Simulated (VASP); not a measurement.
## As: vibrations by perturbation theory with PBE

As:

```
CELL_PARAMETERS angstrom
1.88080 1.08588 3.51406
-1.88080 1.08588 3.51406
0.00000 -2.17176 3.51406
ATOMIC_POSITIONS crystal
As 0.22600 0.22600 0.22600
As 0.77400 0.77400 0.77400
```

| Property | Result |
| --- | --- |
| Program | VASP 6.6.1 |
| Task | vibrations by perturbation theory |
| Functional | PBE |
| Potentials or basis | VASP PAW PBE potentials, release 64 (As) |
| Cutoff | 520 eV |
| k mesh | 7 × 7 × 7 |
| Occupations | fermi-dirac, width 0.05 eV |
| Spin | no spin polarisation |
| Dipole correction | no |
| Further INCAR settings | ALGO = Normal; EDIFF = 1e-08; NBANDS = 12; IBRION = 8; NSW = 1 |

| Property | Result |
| --- | --- |
| Highest phonon frequency at Γ | 262 cm⁻¹ |

Phonon frequencies in cm⁻¹ (negative: imaginary):
| q point | frequencies |
| --- | --- |
| (0.000, 0.000, 0.000) | 0 0 0 201 201 262 |

Wall time 2.5 min on 1 thread of Intel(R) Xeon(R) Platinum 8259CL CPU @ 2.50GHz (Skylake/Cascade Lake), with other jobs on the host, peak memory 0.32 GiB.

Caveat: the cell wasn't relaxed at this level first, which shifts response properties.
